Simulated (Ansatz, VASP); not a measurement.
**Nb in VASP and in Ansatz**

INCAR

```
  ALGO = Fast
  EDIFF = 1E-7
  ENCUT = 520
  GGA = PE
  ISIF = 2
  ISMEAR = 0
  LASPH = True
  LCHARG = False
  LREAL = False
  LWAVE = False
  NBANDS = 12
  NELM = 60
  PREC = Accurate
  SIGMA = 0.1
```

Contents of KPOINTS:

```
k-points
0
Gamma
  8 8 8
```

The input POSCAR:

```
Nb
1.0
   -1.6588161900      1.6588161900      1.6588161900
    1.6588161900     -1.6588161900      1.6588161900
    1.6588161900      1.6588161900     -1.6588161900
Nb
1
Direct
    0.0000000000      0.0000000000      0.0000000000
```

Input for Ansatz:

```yaml
crystal:
  lattice:
    - [-1.65881619, 1.65881619, 1.65881619]
    - [1.65881619, -1.65881619, 1.65881619]
    - [1.65881619, 1.65881619, -1.65881619]
  atoms:
    - { symbol: Nb, position: [0.0, 0.0, 0.0] }
basis:
  ecutwfc: 420
kpoints:
  mp_grid: { grid: [8, 8, 8] }
hamiltonian:
  xc: pbe
  pseudopotentials: { kind: paw, azcp: { folder: soft_1 } }
scf:
  occupations: { method: gaussian, width: 0.1 }
output:
  forces: true
  stress: true
  eigenvalues: true
```

Alike in both runs: task single point; functional PBE; k mesh 8 × 8 × 8; occupations gaussian, width 0.1 eV; no spin polarisation.

|  | VASP | Ansatz |
| --- | --- | --- |
| version | VASP 6.6.1 | Ansatz 0.2.0 |
| potentials or method | VASP PAW PBE potentials, release 64 (Nb_sv), cutoff 520 eV | scalar-relativistic, plane waves, PAW |
| valence electrons in the cell | 13 | 13 |

|  | VASP | Ansatz | Ansatz less VASP |
| --- | --- | --- | --- |
| gap on the k mesh at the Fermi level (eV) | none | none | - |
| pressure (GPa) | -1.1 | -0.7 | +0.34 |

A gap of «none» marks a metal or a gap that the smearing closes.
